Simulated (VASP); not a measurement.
A run of VASP 6.6.1 is set up as follows.

Contents of INCAR:

```
SYSTEM = BP
PREC = Accurate
ENCUT = 500
EDIFF = 1E-6
ISMEAR = 0
SIGMA = 0.01
LREAL = .False.
LASPH = .True.
NELM = 120
ALGO = Normal
ISIF = 2
LWAVE = .False.
LCHARG = .False.
GGA = PS
NBANDS = 11
GGA_COMPAT = .False.
```

Contents of KPOINTS:

```
Automatic mesh
0
Gamma
  8 8 8
  0 0 0
```

POSCAR

```
BP
1.0
    0.0000000000      2.2690000000      2.2690000000
    2.2690000000      0.0000000000      2.2690000000
    2.2690000000      2.2690000000      0.0000000000
B P
1 1
Direct
    0.0000000000      0.0000000000      0.0000000000
    0.2500000000      0.2500000000      0.2500000000
```

Potentials or basis: VASP PAW PBE potentials, release 64 (B, P).

Command:

```sh
$ cat potpaw_PBE.64/B/POTCAR potpaw_PBE.64/P/POTCAR > POTCAR
$ mpirun -np 1 vasp_std > vasp.out
```

Question: What does it give for the pressure?

Answer: -1.8 GPa.

Question: Predict the band gap on the k mesh.

Answer: 1.16 eV, indirect (least direct gap 3.36 eV).

Caveat: the PAW data sets were made with another functional, which shifts forces and pressure a little. A k mesh can miss the band edges.
